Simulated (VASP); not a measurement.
A run of VASP 6.6.1:

Contents of INCAR:

```
SYSTEM = In
PREC = Accurate
ENCUT = 600
EDIFF = 1E-8
ISMEAR = -1
SIGMA = 0.05
LREAL = .FALSE.
LASPH = .TRUE.
NELM = 100
ALGO = Fast
ISIF = 3
LWAVE = .FALSE.
LCHARG = .FALSE.
GGA = PE
IBRION = 6
NFREE = 2
POTIM = 0.015
NSW = 1
```

KPOINTS

```
regular mesh
0
G
  7 7 4
  0 0 0
```

POSCAR

```
In
1.0
    3.3354847820      0.0000000000      0.0000000000
   -1.6677423910      2.8886145552      0.0000000000
    0.0000000000      0.0000000000      5.5091429200
In
2
Direct
    0.6666666667      0.3333333333      0.7500000000
    0.3333333333      0.6666666667      0.2500000000
```

Potentials or basis: VASP PAW PBE potentials, release 64 (In_d).

The run is started by

```sh
$ cat potpaw_PBE.64/In_d/POTCAR > POTCAR
$ mpirun -np 1 vasp_std > vasp.out
```

Hardware: 1 thread of AMD EPYC 7R43 64-Core Processor (Zen 3), with other jobs on the host.

Task: How long does it take, and how much memory?

Result: Wall time 18 min on 1 thread of AMD EPYC 7R43 64-Core Processor (Zen 3), with other jobs on the host, peak memory 0.25 GiB. Counts: scf iterations 289, k points 24.
